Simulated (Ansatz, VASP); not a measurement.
Cu in VASP and in Ansatz

INCAR

```
SYSTEM = Cu
  ALGO = Fast
  EDIFF = 1E-6
  ENCUT = 520
  GGA = PE
  ISIF = 2
  ISMEAR = -1
  LASPH = .TRUE.
  LCHARG = .TRUE.
  LELF = .TRUE.
  LREAL = .FALSE.
  LVHAR = .TRUE.
  LWAVE = .FALSE.
  NBANDS = 12
  NELM = 100
  PREC = Accurate
  SIGMA = 0.05
```

KPOINTS

```
k-points
0
G
  13 13 13
  0 0 0
```

POSCAR

```
Cu
1.0
   -1.4214750000      1.4634020000      1.3646320000
    1.3973850000     -1.4801530000      1.3568690000
    1.4434880000      1.5007180000     -1.3818990000
Cu
1
Direct
    0.0187250000      0.0030440000      0.0144470000
```

File input.yaml:

```yaml
crystal:
  lattice:
    - [-1.421475, 1.463402, 1.364632]
    - [1.397385, -1.480153, 1.356869]
    - [1.443488, 1.500718, -1.381899]
  atoms:
    - { symbol: Cu, position: [0.018725, 0.003044, 0.014447] }
kpoints:
  mp_grid: { grid: [13, 13, 13] }
scf:
  occupations: { method: fermi_dirac, width: 0.05 }
hamiltonian:
  xc: pbe
  pseudopotentials: { kind: all_electron, lapw: { basis_error: 0.001 } }
output:
  forces: true
  stress: true
  eigenvalues: true
  populations: true
```

Change from the starting cell: cell strained at random at fixed volume.

Alike in both runs: task single point; functional PBE; k mesh 13 × 13 × 13; occupations fermi-dirac, width 0.05 eV; no spin polarisation.

|  | VASP | Ansatz |
| --- | --- | --- |
| version | VASP 6.6.1 | Ansatz 0.2.0 |
| potentials or method | VASP PAW PBE potentials, release 64 (Cu), cutoff 520 eV | all-electron LAPW, scalar-relativistic |

Ansatz gave:

```
gap on the k mesh at the Fermi level (eV)                     : none
pressure (GPa)                                                : 7.5
traceless stress, the component that is largest in VASP (GPa) : 1.97
```

Problem. What did VASP give for the same quantities?

Solution. gap on the k mesh at the Fermi level (eV): none; pressure (GPa): 8.4; traceless stress, the component that is largest in VASP (GPa): 1.97.

A gap of «none» marks a metal or a gap that the smearing closes. Ansatz ran all-electron here, and VASP with PAW potentials.
